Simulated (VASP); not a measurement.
# SiC (F-43m) in VASP: further runs

Runs on SiC. Level: LDA. Tasks: single point, relaxation of cell and atoms.

All numbers are computed with VASP 6.6.1; they aren't measurements. Logs are shortened: lines on timing, memory, paths and dates and some standing lists are left out, and cuts for length are marked.

## 1. The cell of the first run

It takes space group F-43m (No. 216, cubic). Conventional cell: a = 4.222 Å, b = 4.222 Å, c = 4.222 Å, α = 90.00°, β = 90.00°, γ = 90.00°. Within 2.4 Å of Si (site symmetry -43m) lie 4 C at 1.83 Å. C (site symmetry -43m) has 4 Si at 1.83 Å within 2.4 Å.

## 2. Single point, LDA

Contents of INCAR:

```
SYSTEM = SiC
PREC = Accurate
ENCUT = 520
EDIFF = 1E-7
ISMEAR = 0
SIGMA = 0.01
LREAL = .False.
LASPH = .True.
NELM = 60
ALGO = Normal
ISIF = 2
LWAVE = .False.
LCHARG = .False.
GGA = CA
NBANDS = 11
```

Contents of KPOINTS:

```
regular mesh
0
Gamma
  8 8 8
  0 0 0
```

Contents of POSCAR:

```
SiC
1.0
    0.0000000000      2.1107906156      2.1107906156
    2.1107906156      0.0000000000      2.1107906156
    2.1107906156      2.1107906156      0.0000000000
Si C
1 1
Direct
    0.0000000000      0.0000000000      0.0000000000
    0.7500000000      0.7500000000      0.7500000000
```

Potentials or basis: VASP PAW LDA potentials, release 64 (Si, C).

Started as:

```
$ cat potpaw_LDA.64/Si/POTCAR potpaw_LDA.64/C/POTCAR > POTCAR
$ mpirun -np 1 vasp_std > vasp.out
```

OUTCAR:

```text
SYSTEM = SiC
   PREC = Accurate
   ENCUT = 520
   EDIFF = 1E-7
   ISMEAR = 0
   LREAL = .False.
   LASPH = .True.
   NELM = 60
   ISIF = 2
   GGA = CA

 ion  position               nearest neighbor table
   1  0.000  0.000  0.000-   2 1.83   2 1.83   2 1.83   2 1.83
   2  0.750  0.750  0.750-   1 1.83   1 1.83   1 1.83   1 1.83

  LATTYP: Found a face centered cubic cell.
 ALAT       =     4.2215812312

  Lattice vectors:

 A1 = (   0.0000000000,   2.1107906156,   2.1107906156)
 A2 = (   2.1107906156,   0.0000000000,   2.1107906156)
 A3 = (   2.1107906156,   2.1107906156,   0.0000000000)

Analysis of symmetry for initial positions (statically):
=====================================================================
 Subroutine PRICEL returns:
 Original cell was already a primitive cell.

 Routine SETGRP: Setting up the symmetry group for a
 face centered cubic supercell.

 Subroutine GETGRP returns: Found 24 space group operations
 (whereof 24 operations were pure point group operations)
 out of a pool of 48 trial point group operations.

The static configuration has the point symmetry T_d .

Analysis of symmetry for dynamics (positions and initial velocities):
=====================================================================
 Subroutine PRICEL returns:
 Original cell was already a primitive cell.

 Routine SETGRP: Setting up the symmetry group for a
 face centered cubic supercell.

 Subroutine GETGRP returns: Found 24 space group operations
 (whereof 24 operations were pure point group operations)
 out of a pool of 48 trial point group operations.

The dynamic configuration has the point symmetry T_d .

 Subroutine INISYM returns: Found 24 space group operations
 (whereof 24 operations are pure point group operations),
 and found     1 'primitive' translations

----------------------------------------------------------------------------------------

                                     Primitive cell

  volume of cell :      18.8090

  direct lattice vectors                    reciprocal lattice vectors
     0.000000000  2.110790616  2.110790616    -0.236878067  0.236878067  0.236878067
     2.110790616  0.000000000  2.110790616     0.236878067 -0.236878067  0.236878067
     2.110790616  2.110790616  0.000000000     0.236878067  0.236878067 -0.236878067

  length of vectors
     2.985108716  2.985108716  2.985108716     0.410284847  0.410284847  0.410284847

  position of ions in fractional coordinates (direct lattice)
     0.000000000  0.000000000  0.000000000
     0.750000000  0.750000000  0.750000000

  ion indices of the primitive-cell ions
   primitive index   ion index
                 1           1
[... 79 lines left out ...]
   ISIF   =      2    stress and relaxation
   ISYM   =      2    0-nonsym 1-usesym 2-fastsym
   POTIM  = 0.5000    time-step for ionic-motion
   TEBEG  =    0.0;   TEEND  =   0.0 temperature during run
   PSTRESS=    0.0 pullay stress
   NELECT =       8.0000    total number of electrons
   NUPDOWN=      -1.0000    fix difference up-down
   EMIN   =  10.00;   EMAX   =-10.00  energy-range for DOS
   EFERMI =   0.00;   METHOD = LEGACY
   ISMEAR =     0;   SIGMA  =   0.01  broadening in eV -4-tet -1-fermi 0-gaus
   EFERMI_NEDOS =   21; number of points for ismear=-14 and -15
   IALGO  =     38    algorithm
   IMIX   =      4    mixing-type and parameters
     AMIX     =   0.40;   BMIX     =  1.00
     AMIX_MAG =   1.60;   BMIX_MAG =  1.00
  volume/ion in A,a.u.               =       9.40        63.46
  Fermi-wavevector in a.u.,A,eV,Ry     =   1.231165  2.326565 20.623273  1.515768
  Thomas-Fermi vector in A             =   2.365985
   LORBIT       =      0    0 simple, 1 ext, 2 COOP (PROOUT), +10 PAW based schemes
   GGA     = CA    functional components
   LHFCALC =     F    Hartree Fock is set to
   AEXX    =    0.0000 exact exchange contribution
   IVDW    =     0    specifies the selected vdW correction
   LEPSILON=     F    determine dielectric tensor
   LRPA    =     F    only Hartree local field effects (RPA)
 non-spin polarized calculation
 Gauss-broadening in eV      SIGMA  =   0.01
  energy-cutoff  :      520.00
  volume of cell :       18.81
 maximum number of plane-waves:       531
 NGX is ok and might be reduce to    24
   NGX = 11   NGY = 11   NGZ = 11

 number of electron       7.9999999 magnetization

 Free energy of the ion-electron system (eV)
  ---------------------------------------------------
  ext. energy  EPLUGINS =         0.00000000
  ---------------------------------------------------
  free energy    TOTEN  =       -16.55023889 eV

  energy without entropy =      -16.55023889  energy(sigma->0) =      -16.55023889

 E-fermi :   9.2624     XC(G=0): -11.9674

 val. band max:        9.1843120584   @ k =   0.0000   0.0000   0.0000
 cond. band min:      10.4010075978   @ k =   0.5000   0.5000   0.0000
 fundamental gap:      1.2166955394
 Fermi energy:         9.2623566389

 k-point     1 :       0.0000    0.0000    0.0000
  band No.  band energies     occupation
      1      -6.8965      2.00000
      2       9.1843      2.00000
      3       9.1843      2.00000
      4       9.1843      2.00000
      5      16.6126      0.00000
      6      17.0629      0.00000
      7      17.0629      0.00000
      8      17.0629      0.00000
      9      24.2123      0.00000
     10      24.2123      0.00000
     11      26.8788      0.00000
[... 309 lines left out ...]
 k-point    24 :      -0.3750    0.2500    0.1250
  band No.  band energies     occupation
      1      -2.1995      2.00000
      2       0.8909      2.00000
      3       5.3310      2.00000
      4       6.7810      2.00000
      5      14.5413      0.00000
      6      17.0566      0.00000
      7      19.9845      0.00000
      8      20.9361      0.00000
      9      23.4200      0.00000
     10      26.1458      0.00000
     11      29.5089      0.00000

 [... further k-points ...]
[... 5 lines left out ...]
  --------------------------------------------------------------------------------------
  -------------------------------------------------------------------------------------
  Total        2.4013222      2.4013222      2.4013222      0.0000000      0.0000000      0.0000000
  in kB      204.5481535    204.5481535    204.5481535      0.0000000      0.0000000      0.0000000
  external PRESSURE =     204.5481535 kB  Pullay stress =       0.0000000 kB

 VOLUME and BASIS-vectors are now :
 -----------------------------------------------------------------------------
  energy-cutoff  :      520.00
  volume of cell :       18.81
      direct lattice vectors                 reciprocal lattice vectors
     0.000000000  2.110790616  2.110790616    -0.236878067  0.236878067  0.236878067
     2.110790616  0.000000000  2.110790616     0.236878067 -0.236878067  0.236878067
     2.110790616  2.110790616  0.000000000     0.236878067  0.236878067 -0.236878067

 POSITION                                       TOTAL-FORCE (eV/Angst)
 -----------------------------------------------------------------------------------
      0.00000      0.00000      0.00000         0.000000      0.000000      0.000000
      3.16619      3.16619      3.16619        -0.000000     -0.000000     -0.000000
 -----------------------------------------------------------------------------------
    total drift:                               -0.000000     -0.000000     -0.000000

  FREE ENERGIE OF THE ION-ELECTRON SYSTEM (eV)
  ---------------------------------------------------
  free  energy   TOTEN  =       -16.5502388879 eV

  energy  without entropy=      -16.5502388879  energy(sigma->0) =      -16.55023889
```

Wall time 12 s (1 thread of AMD EPYC, shared host); peak memory 0.09 GiB.

What came out:

```
Free energy            : -16.5502 eV
Pressure               : 20.5 GPa
Band gap on the k mesh : 1.22 eV, indirect (least direct gap 4.59 eV)
```

## 3. Relaxation of cell and atoms, LDA, target pressure 20 GPa, at which the enthalpy is minimised

This run uses another cell than the first one, of 10.14 Å³/atom, 1.078 times its volume.

Contents of INCAR:

```
SYSTEM = SiC
PREC = Accurate ; ENCUT = 600
EDIFF = 1E-7 ; ISMEAR = 0
SIGMA = 0.01 ; LREAL = .FALSE.
LASPH = .TRUE. ; NELM = 60
ALGO = Normal ; ISIF = 3
LWAVE = .FALSE. ; LCHARG = .FALSE.
IBRION = 2 ; NSW = 100
EDIFFG = -0.002 ; PSTRESS = 200.0
```

Contents of KPOINTS:

```
Automatic mesh
0
G
  8 8 8
  0 0 0
```

Contents of POSCAR:

```
SiC
1.0
    0.0000000000      2.1644889077      2.1644889077
    2.1644889077      0.0000000000      2.1644889077
    2.1644889077      2.1644889077      0.0000000000
Si C
1 1
Direct
    0.0000000000      0.0000000000      0.0000000000
    0.7500000000      0.7500000000      0.7500000000
```

Potentials or basis: VASP PAW LDA potentials, release 64 (Si, C).

Started as:

```
$ cat potpaw_LDA.64/Si/POTCAR potpaw_LDA.64/C/POTCAR > POTCAR
$ mpirun -np 1 vasp_std > vasp.out
```

Run time: 35 s. Hardware: 1 thread of AMD EPYC, shared host; peak memory 0.09 GiB.

The run converged. Its results:

```
Free energy                                            : -16.5566 eV
Relaxed volume                                         : 9.41 Å³/atom
Relaxed cell                                           : a = 2.986 Å, b = 2.986 Å, c = 2.986 Å, α = 60.00°, β = 60.00°, γ = 60.00°
Space group after relaxing (to 0.05 Å)                 : F-43m (No. 216)
Energy change on relaxing (the enthalpy is what falls) : +43.4 meV/atom
Ionic steps                                            : 7
Pressure after relaxing                                : 20.0 GPa
Band gap on the k mesh                                 : 1.22 eV, indirect (least direct gap 4.59 eV)
```

Step by step:
| step | energy change (eV) | largest force (eV/Å) | pressure (GPa) | volume (Å³) |
| --- | --- | --- | --- | --- |
| 1 | 0.0000 | 0.0000 | 0.26 | 20.28 |
| 2 | 0.5718 | 0.0000 | 61.27 | 16.83 |
| 3 | 0.0816 | 0.0000 | 19.31 | 18.87 |
| 4 | 0.0863 | 0.0000 | 19.93 | 18.83 |
| 5 | 0.0899 | 0.0000 | 20.39 | 18.80 |
| 6 | 0.0831 | 0.0000 | 19.51 | 18.85 |
| 7 | 0.0869 | 0.0000 | 20.00 | 18.82 |

Final structure:
```xyz
2
Lattice="0.0000 2.1113 2.1113 2.1113 0.0000 2.1113 2.1113 2.1113 0.0000" Properties=species:S:1:pos:R:3 pbc="T T T"
Si    0.0000    0.0000    0.0000
C     3.1670    3.1670    3.1670
```

Levels at points of the mesh, in eV from the valence-band top:
```csv
k point,band 1,band 2,band 3,band 4,band 5,band 6,band 7,band 8
"(0.00, 0.00, 0.00)",-16.07,0.00,0.00,0.00,7.42,7.87,7.87,7.87
"(0.50, 0.00, 0.00)",-12.09,-9.09,-1.07,-1.07,6.27,7.52,7.52,10.45
"(0.50, 0.50, 0.00)",-10.51,-8.13,-3.38,-3.38,1.22,4.54,14.94,14.94
```

Caveat: the cell is relaxed towards a set pressure, so the enthalpy falls and the energy may rise. A k mesh can miss the band edges.
